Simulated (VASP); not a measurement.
Input of a VASP 6.6.1 run:

File POSCAR:

```
AlNi2
1.0
    3.9740030242      0.0000000000      0.0000000000
   -1.9870015121      3.4415875737      0.0000000000
    0.0000000000      0.0000000000      4.9042588200
Al Ni
2 4
Direct
    0.3333333333      0.6666666667      0.1898740600
    0.6666666667      0.3333333333      0.8101259400
    0.3333333333      0.6666666667      0.6851100400
    0.6666666667      0.3333333333      0.3148899600
    0.0000000000      0.0000000000      0.5000000000
    0.0000000000      0.0000000000      0.0000000000
```

Contents of INCAR.step1:

```
SYSTEM = AlNi2
ALGO = Normal ; EDIFF = 1E-4
ENCUT = 520 ; GGA = PE
ISMEAR = 0 ; LASPH = .True.
LCHARG = .False. ; LREAL = .False.
LWAVE = .True. ; NBANDS = 32
NELM = 100 ; PREC = Accurate
SIGMA = 0.05
```

INCAR.step2

```
SYSTEM = AlNi2
ALGO = Normal ; EDIFF = 1E-6
ENCUT = 520 ; ISIF = 2
ISMEAR = 0 ; ISTART = 1
LASPH = .True. ; LCHARG = .False.
LMIXTAU = .True. ; LREAL = .False.
LWAVE = .False. ; METAGGA = R2SCAN
NBANDS = 32 ; NELM = 100
PREC = Accurate ; SIGMA = 0.05
```

File KPOINTS:

```
k-points
0
Gamma
  6 6 4
  0 0 0
```

Potentials or basis: VASP PAW PBE potentials, release 64 (Al, Ni).

The run is started by

```bash
$ cat potpaw_PBE.64/Al/POTCAR potpaw_PBE.64/Ni/POTCAR > POTCAR
$ cp INCAR.step1 INCAR
$ mpirun -np 1 vasp_std > vasp.out
$ cp INCAR.step2 INCAR
$ mpirun -np 1 vasp_std > vasp.out
```

Predict the band gap on the k mesh.

zero (bands 23 and 24 overlap by 4.36 eV).

Estimate the pressure.

0.7 GPa.

Stress tensor (GPa, compression positive):
```
0.56 0.00 0.00
0.00 0.56 0.00
0.00 0.00 0.97
```

Caveat: the PAW data sets were made with another functional, which shifts forces and pressure a little. Spin polarisation is off, so any magnetic state and its effect on volume and gap are missing.
